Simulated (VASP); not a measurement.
# SnO2: single point with PBEsol

Crystal: SnO2.

```
Sn O
1.0
     4.95940    0.00000    0.00000
     0.00000    4.96087    0.00000
     0.00000    0.00000    3.13489
Sn O
2 4
Cartesian
  2.4797 2.4804 1.5674
  0.0000 0.0000 0.0000
  1.5200 1.5209 0.0000
  3.9997 0.9595 1.5674
  0.9597 4.0013 1.5674
  3.4394 3.4400 0.0000
```

This cell differs from its parent crystal: biaxial strain in the a-b plane: +4.0 %.

| Property | Result |
| --- | --- |
| Program | VASP 6.6.1 |
| Task | single point |
| Functional | PBEsol |
| Potentials or basis | VASP PAW PBE potentials, release 64 (Sn_d, O) |
| Cutoff | 520 eV |
| k mesh | 6 × 6 × 8 |
| Occupations | gaussian, width 0.02 eV |
| Spin | no spin polarisation |
| Dipole correction | no |
| Further INCAR settings | ALGO = Normal; EDIFF = 1e-07; NBANDS = 35 |

- Pressure: -6.3 GPa
- Largest force: 0.088 eV/Å
- Band gap on the k mesh: 0.60 eV

Forces on the atoms (eV/Å):
```
Sn   0.000  0.000  0.000
Sn   0.000  0.000  0.000
O    0.062  0.062  0.000
O    0.062 -0.062  0.000
O   -0.062  0.062  0.000
O   -0.062 -0.062  0.000
```

Stress tensor (GPa, compression positive):
```
-9.61  0.00  0.00
 0.00 -9.63  0.00
 0.00  0.00  0.45
```

Levels at points of the mesh, in eV from the valence-band top:
| k point | band 24 | band 25 | band 26 | band 27 | band 28 | band 29 |
| --- | --- | --- | --- | --- | --- | --- |
| (0.00, 0.00, 0.00) | -0.81 | -0.81 | 0.00 | 0.60 | 5.88 | 6.16 |
| (0.50, 0.00, 0.00) | -1.09 | -0.67 | -0.67 | 3.65 | 3.65 | 6.97 |
| (0.00, 0.50, 0.00) | -1.09 | -0.67 | -0.67 | 3.65 | 3.65 | 6.97 |
| (0.50, 0.50, 0.00) | -1.18 | -0.94 | -0.94 | 4.16 | 4.16 | 7.16 |
| (0.00, 0.00, 0.50) | -1.47 | -1.17 | -1.17 | 5.34 | 5.34 | 8.83 |
| (0.50, 0.00, 0.50) | -1.03 | -0.87 | -0.87 | 5.54 | 5.54 | 6.96 |
| (0.00, 0.50, 0.50) | -1.03 | -0.87 | -0.87 | 5.54 | 5.54 | 6.96 |
| (0.50, 0.50, 0.50) | -0.95 | -0.83 | -0.83 | 4.02 | 4.02 | 8.27 |

It took 2.4 min on 1 thread of AMD EPYC 9R45 96-Core Processor (Zen 5), with other jobs on the host, peak memory 0.27 GiB.

Caveat: the cell differs from its parent crystal (biaxial strain in the a-b plane: +4.0 %); the stress differs along the axes, from -10 to 0 GPa; semilocal functionals underestimate gaps, and a narrow one can read as zero; the PAW data sets were made with another functional, which shifts forces and pressure a little; spin-orbit coupling is left out, which moves the levels of the heavy elements.
